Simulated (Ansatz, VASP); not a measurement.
## Hg: VASP beside Ansatz

```xyz
6
Lattice="5.6352 0.0000 0.0992 0.0000 5.5776 0.0000 -2.6288 0.0000 4.6702" Properties=species:S:1:pos:R:3 pbc="T T T"
Hg   -1.3144    2.7888    2.3351
Hg    0.0000    0.0000    0.0000
Hg    0.1258    0.0000    3.1465
Hg    1.5661    2.7888    3.9580
Hg    2.8805    5.5777    1.6229
Hg    1.4402    2.7889    0.8114
```

Alike in both runs: task single point; functional PBE; k mesh 4 × 4 × 4; occupations fermi-dirac, width 0.02 eV; no spin polarisation.

|  | VASP | Ansatz |
| --- | --- | --- |
| version | VASP 6.6.1 | Ansatz 0.2.0 |
| potentials or method | VASP PAW PBE potentials, release 64 (Hg) | plane waves, PAW |
| plane-wave cutoff (eV) | 520 | 420 |
| valence electrons in the cell | 72 | 120 |

Ansatz gave:

| Quantity | Value |
| --- | --- |
| pressure (GPa) | 3.4 |
| traceless stress, the component that is largest in VASP (GPa) | -1.09 |

Task: Estimate VASP's values.

Result: Pressure (GPa): 3.6; traceless stress, the component that is largest in VASP (GPa): -1.15.

With one functional, cell and mesh, what is left measures potentials, basis and numerics. VASP's potentials hold 72 valence electrons a cell and Ansatz's 120, so a difference there can come from the potentials and not from the codes. Ansatz's warnings: structure snapped to symmetry.

Spin-orbit coupling is off throughout.
